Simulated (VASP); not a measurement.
# In3As (Pm-3m) in VASP: single point with PBEsol

Aim: the single point of In3As with PBEsol.

Everything below comes from runs of VASP 6.6.1. Logs are shortened: lines on timing, memory, paths and dates and some standing lists are left out, and cuts for length are marked.

**1. The cell of the first run**

It takes space group Pm-3m (No. 221, cubic). Conventional cell: a = 4.672 Å, b = 4.672 Å, c = 4.672 Å, α = 90.00°, β = 90.00°, γ = 90.00°. Within 4.3 Å of In (site symmetry 4/mmm) lie 8 In at 3.30 Å and 4 As at 3.30 Å. As (site symmetry m-3m) has 12 In at 3.30 Å within 4.3 Å.

**2. Single point, PBEsol, non-collinear spin, zero start, spin-orbit coupling**

INCAR reads:

```
PREC = Accurate
ENCUT = 520
EDIFF = 1E-7
ISMEAR = -1
SIGMA = 0.05
LREAL = F
LASPH = T
NELM = 150
ALGO = Fast
ISIF = 2
LWAVE = F
LCHARG = F
LNONCOLLINEAR = T
MAGMOM = 0 0 0 0 0 0 0 0 0 0 0 0
LORBIT = 11
LSORBIT = T
GGA_COMPAT = F
LORBMOM = T
GGA = PS
NBANDS = 58
```

KPOINTS reads:

```
Automatic mesh
0
Gamma
  6 6 6
```

POSCAR reads:

```
In3As
1.0
    4.6716810000      0.0000000000      0.0000000000
    0.0000000000      4.6716810000      0.0000000000
    0.0000000000      0.0000000000      4.6716810000
In As
3 1
Direct
    0.5000000000      0.5000000000      0.0000000000
    0.5000000000      0.0000000000      0.5000000000
    0.0000000000      0.5000000000      0.5000000000
    0.0000000000      0.0000000000      0.0000000000
```

Potentials or basis: VASP PAW PBE potentials, release 64 (In_d, As).

Started as:

```sh
cat potpaw_PBE.64/In_d/POTCAR potpaw_PBE.64/As/POTCAR > POTCAR
mpirun -np 1 vasp_ncl > vasp.out
```

OUTCAR:

```text
PREC = Accurate
   ENCUT = 520
   EDIFF = 1E-7
   ISMEAR = -1
   LREAL = F
   LASPH = T
   NELM = 150
   ISIF = 2
   LNONCOLLINEAR = T
   LORBIT = 11
   LSORBIT = T
   GGA = PS

 ion  position               nearest neighbor table
   1  0.500  0.500  0.000-   2 3.30   3 3.30   4 3.30   2 3.30   3 3.30   2 3.30   4 3.30   2 3.30
                             3 3.30   4 3.30   3 3.30   4 3.30
   2  0.500  0.000  0.500-   1 3.30   3 3.30   4 3.30   1 3.30   4 3.30   1 3.30   3 3.30   1 3.30
                             3 3.30   4 3.30   4 3.30   3 3.30
   3  0.000  0.500  0.500-   1 3.30   2 3.30   4 3.30   1 3.30   4 3.30   2 3.30   4 3.30   4 3.30
                             1 3.30   2 3.30   1 3.30   2 3.30
   4  0.000  0.000  0.000-   1 3.30   2 3.30   3 3.30   2 3.30   3 3.30   1 3.30   3 3.30   3 3.30
                             1 3.30   2 3.30   2 3.30   1 3.30

  LATTYP: Found a simple cubic cell.
 ALAT       =     4.6716810000

  Lattice vectors:

 A1 = (   4.6716810000,   0.0000000000,   0.0000000000)
 A2 = (   0.0000000000,   4.6716810000,   0.0000000000)
 A3 = (   0.0000000000,   0.0000000000,   4.6716810000)

Analysis of symmetry for initial positions (statically):
=====================================================================
 Subroutine PRICEL returns:
 Original cell was already a primitive cell.

 Routine SETGRP: Setting up the symmetry group for a
 simple cubic supercell.

 Subroutine GETGRP returns: Found 48 space group operations
 (whereof 48 operations were pure point group operations)
 out of a pool of 48 trial point group operations.

The static configuration has the point symmetry O_h .

Analysis of symmetry for dynamics (positions and initial velocities):
=====================================================================
 Subroutine PRICEL returns:
 Original cell was already a primitive cell.

 Routine SETGRP: Setting up the symmetry group for a
 simple cubic supercell.

 Subroutine GETGRP returns: Found 48 space group operations
 (whereof 48 operations were pure point group operations)
 out of a pool of 48 trial point group operations.

The dynamic configuration has the point symmetry O_h .

Analysis of structural, dynamic, and magnetic symmetry:
=====================================================================
 Subroutine PRICEL returns:
 Original cell was already a primitive cell.

 Routine SETGRP: Setting up the symmetry group for a
 simple cubic supercell.

 Subroutine GETGRP returns: Found 48 space group operations
 (whereof 48 operations were pure point group operations)
 out of a pool of 48 trial point group operations.

The overall configuration has the point symmetry O_h .

 Subroutine INISYM returns: Found 48 space group operations
 (whereof 48 operations are pure point group operations),
 and found     1 'primitive' translations

----------------------------------------------------------------------------------------

                                     Primitive cell

  volume of cell :     101.9576

  direct lattice vectors                    reciprocal lattice vectors
     4.671681000  0.000000000  0.000000000     0.214055711  0.000000000  0.000000000
     0.000000000  4.671681000  0.000000000     0.000000000  0.214055711  0.000000000
     0.000000000  0.000000000  4.671681000     0.000000000  0.000000000  0.214055711

  length of vectors
     4.671681000  4.671681000  4.671681000     0.214055711  0.214055711  0.214055711

  position of ions in fractional coordinates (direct lattice)
     0.500000000  0.500000000  0.000000000
     0.500000000  0.000000000  0.500000000
     0.000000000  0.500000000  0.500000000
     0.000000000  0.000000000  0.000000000

  ion indices of the primitive-cell ions
   primitive index   ion index
                 1           1
                 2           2
                 3           3
                 4           4

----------------------------------------------------------------------------------------

 KPOINTS: Automatic mesh

Automatic generation of k-mesh.
 Grid dimensions read from file:
 generate k-points for:    6    6    6

 Generating k-lattice:

  Cartesian coordinates                     Fractional coordinates (reciprocal lattice)
     0.035675952  0.000000000  0.000000000     0.166666667  0.000000000  0.000000000
     0.000000000  0.035675952  0.000000000     0.000000000  0.166666667  0.000000000
     0.000000000  0.000000000  0.035675952     0.000000000  0.000000000  0.166666667

  Length of vectors
     0.035675952  0.035675952  0.035675952

  Shift w.r.t. Gamma in fractional coordinates (k-lattice)
     0.000000000  0.000000000  0.000000000

 Subroutine IBZKPT returns following result:
[... 59 lines left out ...]
   ISMEAR =    -1;   SIGMA  =   0.05  broadening in eV -4-tet -1-fermi 0-gaus
   EFERMI_NEDOS =   21; number of points for ismear=-14 and -15
   IALGO  =     68    algorithm
   IMIX   =      4    mixing-type and parameters
     AMIX     =   0.40;   BMIX     =  1.00
     AMIX_MAG =   1.60;   BMIX_MAG =  1.00
  volume/ion in A,a.u.               =      25.49       172.01
  Fermi-wavevector in a.u.,A,eV,Ry     =   1.237141  2.337858 20.823961  1.530518
  Thomas-Fermi vector in A             =   2.371720
   LORBIT       =     11    0 simple, 1 ext, 2 COOP (PROOUT), +10 PAW based schemes
   GGA     = PS    functional components
   LHFCALC =     F    Hartree Fock is set to
   AEXX    =    0.0000 exact exchange contribution
   IVDW    =     0    specifies the selected vdW correction
   LEPSILON=     F    determine dielectric tensor
   LRPA    =     F    only Hartree local field effects (RPA)
 RMM-DIIS sequential band-by-band and
  energy-cutoff  :      520.00
  volume of cell :      101.96
 maximum number of plane-waves:      5600
 NGX is ok and might be reduce to    36
   NGX = 17   NGY = 17   NGZ = 17

 number of electron      44.0000000 magnetization       0.0000000      0.0000000      0.0000000

 number of electron      43.9999975 magnetization      -0.0000000     -0.0000000     -0.0000000

 number of electron      43.9999975 magnetization       0.0000000      0.0000000     -0.0000000

 number of electron      43.9999975 magnetization       0.0000000     -0.0000000     -0.0000000

 Free energy of the ion-electron system (eV)
  ---------------------------------------------------
  ext. energy  EPLUGINS =         0.00000000
  ---------------------------------------------------
  free energy    TOTEN  =       -13.83031689 eV

  energy without entropy =      -13.81648634  energy(sigma->0) =      -13.82340161

 E-fermi :   6.4346     XC(G=0): -10.2883

 val. band max:        6.4287382088   @ k =   0.1667   0.1667   0.1667
 cond. band min:       6.4484166647   @ k =   0.3333   0.3333   0.3333
 fundamental gap:      0.0196784559
 Fermi energy:         6.4345849833

 k-point     1 :       0.0000    0.0000    0.0000
  band No.  band energies     occupation
      1      -8.4237      1.00000
      2      -8.4237      1.00000
      3      -8.4237      1.00000
      4      -8.4237      1.00000
      5      -8.3867      1.00000
      6      -8.3867      1.00000
[... 1169 lines left out ...]
     55      15.2412      0.00000
     56      15.2985      0.00000
 [bands above 56 left out]

------------------------ aborting loop because EDIFF is reached ----------------------------------------

  FORCE on cell =-STRESS in cart. coord.  units (eV):
  Direction    XX          YY          ZZ          XY          YZ          ZX
  --------------------------------------------------------------------------------------
  -------------------------------------------------------------------------------------
  Total       -1.5396044     -1.5396044     -1.5396044      0.0000000      0.0000000      0.0000000
  in kB      -24.1935824    -24.1935824    -24.1935824      0.0000000      0.0000000      0.0000000
  external PRESSURE =     -24.1935824 kB  Pullay stress =       0.0000000 kB

 VOLUME and BASIS-vectors are now :
 -----------------------------------------------------------------------------
  energy-cutoff  :      520.00
  volume of cell :      101.96
      direct lattice vectors                 reciprocal lattice vectors
     4.671681000  0.000000000  0.000000000     0.214055711  0.000000000  0.000000000
     0.000000000  4.671681000  0.000000000     0.000000000  0.214055711  0.000000000
     0.000000000  0.000000000  4.671681000     0.000000000  0.000000000  0.214055711

 POSITION                                       TOTAL-FORCE (eV/Angst)
 -----------------------------------------------------------------------------------
      2.33584      2.33584      0.00000         0.000000      0.000000      0.000000
      2.33584      0.00000      2.33584         0.000000      0.000000      0.000000
      0.00000      2.33584      2.33584         0.000000      0.000000      0.000000
      0.00000      0.00000      0.00000         0.000000      0.000000      0.000000
 -----------------------------------------------------------------------------------
    total drift:                                0.000000      0.000000      0.000000

  FREE ENERGIE OF THE ION-ELECTRON SYSTEM (eV)
  ---------------------------------------------------
  free  energy   TOTEN  =       -13.8303168909 eV

  energy  without entropy=      -13.8164863384  energy(sigma->0) =      -13.82340161

 orbital moment (x)

 # of ion     p       d       tot
 ----------------------------------------
  1         0.000   0.000   0.000
  2         0.000  -0.000  -0.000
  3         0.000   0.000   0.000
  4        -0.000  -0.000  -0.000
 ----------------------------------------
           -0.000   0.000   0.000

 orbital moment (y)

 # of ion     p       d       tot
 ----------------------------------------
  1         0.000  -0.000  -0.000
  2         0.000   0.000   0.000
  3         0.000   0.000   0.000
  4         0.000   0.000   0.000
 ----------------------------------------
            0.000   0.000   0.000

 orbital moment (z)

 # of ion     p       d       tot
 ----------------------------------------
  1         0.000  -0.000  -0.000
  2         0.000   0.000   0.000
  3         0.000   0.000   0.000
  4         0.000   0.000   0.000
 ----------------------------------------
            0.000  -0.000  -0.000

 Spin-Orbit-Coupling matrix elements

 Ion:    1  E_soc:     -0.0649156
 l=   1
     0.0000000    -0.0045781    -0.0041432
    -0.0045781     0.0000000    -0.0045781
    -0.0041432    -0.0045781     0.0000000
 l=   2
     0.0000000    -0.0012808     0.0000000    -0.0012808    -0.0050974
    -0.0012808     0.0000000    -0.0038455    -0.0012636    -0.0012724
     0.0000000    -0.0038455     0.0000000    -0.0038455     0.0000000
    -0.0012808    -0.0012636    -0.0038455     0.0000000    -0.0012724
    -0.0050974    -0.0012724     0.0000000    -0.0012724     0.0000000
 l=   3
     0.0000000     0.0000000     0.0000000     0.0000000     0.0000000     0.0000000     0.0000000
     0.0000000     0.0000000     0.0000000     0.0000000     0.0000000     0.0000000     0.0000000
     0.0000000     0.0000000     0.0000000     0.0000000     0.0000000     0.0000000     0.0000000
     0.0000000     0.0000000     0.0000000     0.0000000     0.0000000     0.0000000     0.0000000
[... 49 lines left out ...]
 l=   2
     0.0000000     0.0000021     0.0000000     0.0000021     0.0000047
     0.0000021     0.0000000     0.0000035     0.0000021     0.0000012
     0.0000000     0.0000035     0.0000000     0.0000035     0.0000000
     0.0000021     0.0000021     0.0000035     0.0000000     0.0000012
     0.0000047     0.0000012     0.0000000     0.0000012     0.0000000
 l=   3
     0.0000000     0.0000000     0.0000000     0.0000000     0.0000000     0.0000000     0.0000000
     0.0000000     0.0000000     0.0000000     0.0000000     0.0000000     0.0000000     0.0000000
     0.0000000     0.0000000     0.0000000     0.0000000     0.0000000     0.0000000     0.0000000
     0.0000000     0.0000000     0.0000000     0.0000000     0.0000000     0.0000000     0.0000000
     0.0000000     0.0000000     0.0000000     0.0000000     0.0000000     0.0000000     0.0000000
     0.0000000     0.0000000     0.0000000     0.0000000     0.0000000     0.0000000     0.0000000
     0.0000000     0.0000000     0.0000000     0.0000000     0.0000000     0.0000000     0.0000000

 total charge

# of ion       s       p       d       tot
------------------------------------------
    1        1.024   0.430   9.857  11.310
    2        1.024   0.430   9.857  11.310
    3        1.024   0.430   9.857  11.310
    4        1.312   1.289   0.020   2.620
--------------------------------------------------
tot          4.383   2.579  29.589  36.551

 magnetization (x)

# of ion       s       p       d       tot
------------------------------------------
    1        0.000   0.000  -0.000   0.000
    2        0.000   0.000   0.000   0.000
    3        0.000   0.000   0.000   0.000
    4       -0.000   0.000  -0.000   0.000
--------------------------------------------------
tot          0.000   0.000  -0.000   0.000

 magnetization (y)

# of ion       s       p       d       tot
------------------------------------------
    1       -0.000   0.000   0.000  -0.000
    2        0.000   0.000   0.000   0.000
    3       -0.000   0.000   0.000  -0.000
    4        0.000   0.000   0.000   0.000
--------------------------------------------------
tot         -0.000   0.000   0.000  -0.000

 magnetization (z)

# of ion       s       p       d       tot
------------------------------------------
    1        0.000   0.000   0.000   0.000
    2       -0.000   0.000  -0.000  -0.000
    3        0.000   0.000   0.000   0.000
    4       -0.000   0.000   0.000   0.000
--------------------------------------------------
tot         -0.000   0.000  -0.000   0.000
```

It took 3 min on 1 thread of AMD EPYC 9R45 (Zen 5), shared host; peak memory 0.44 GiB.

Results:

```
Free energy                                           : -13.8303 eV
Pressure                                              : -2.4 GPa
Net moment                                            : 0.00 μB per cell
Valence electrons inside the program's atomic spheres : In 11.31; As 2.62
```

Moments on the atoms (μB; x, y, z):
```
In  0.00 0.00 0.00
In  0.00 0.00 0.00
In  0.00 0.00 0.00
As  0.00 0.00 0.00
```

Caveat: the PAW data sets were made with another functional, which shifts forces and pressure a little.
